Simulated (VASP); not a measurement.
A run of VASP 6.6.1 is set up as follows.

INCAR

```
SYSTEM = BaTiO3
PREC     = Accurate       ! precision mode
ENCUT    = 910            ! plane-wave cutoff, eV
EDIFF    = 1E-6           ! SCF threshold, eV
ISMEAR   = -1             ! smearing method
SIGMA    = 0.05           ! smearing width, eV
LREAL    = .FALSE.        ! projectors in reciprocal space
LASPH    = .TRUE.         ! aspherical terms in the spheres
NELM     = 120            ! most SCF steps
ALGO     = Normal         ! electronic algorithm
ISIF     = 2              ! what is computed and relaxed
LWAVE    = .FALSE.        ! write WAVECAR
LCHARG   = .FALSE.        ! write CHGCAR
GGA      = PS             ! functional
NBANDS   = 28             ! bands
GGA_COMPAT= .FALSE.
```

The input KPOINTS:

```
regular mesh
0
G
  7 7 7
  0 0 0
```

The input POSCAR:

```
BaTiO3
1.0
    3.9047151383      0.0000000000      0.0000000000
    0.0000000000      2.7611702829      2.7612007659
    0.0000000000     -2.7611702829      2.7612007659
Ba Ti O
1 1 3
Direct
    0.0000000000     -0.0002266730     -0.0002266730
    0.5000000000      0.5006961721      0.5006961721
    0.5000000000      0.9986596543      0.4988829782
    0.5000000000      0.4988829782      0.9986596543
    0.0000000000      0.4988678684      0.4988678684
```

Potentials or basis: VASP PAW PBE potentials, release 64 (Ba_sv, Ti_sv, O_h).

Command:

```bash
$ cat potpaw_PBE.64/Ba_sv/POTCAR potpaw_PBE.64/Ti_sv/POTCAR potpaw_PBE.64/O_h/POTCAR > POTCAR
$ mpirun -np 1 vasp_std > vasp.out
```

(1) Predict the largest force.

(2) Estimate the pressure.

(3) Predict the band gap on the k mesh.

## Answers

(1) 0.004 eV/Å.

(2) 12.1 GPa.

(3) 1.90 eV.

Caveat: the cutoff is under 1.25 times the usual one of these potentials, so pressure, stress and relaxed cells hold a basis-set (Pulay) error; the cell stands under pressure; the PAW data sets were made with another functional, which shifts forces and pressure a little; spin-orbit coupling is left out, which moves the levels of the heavy elements; an odd mesh through Γ misses points on the zone boundary, where band edges can lie.
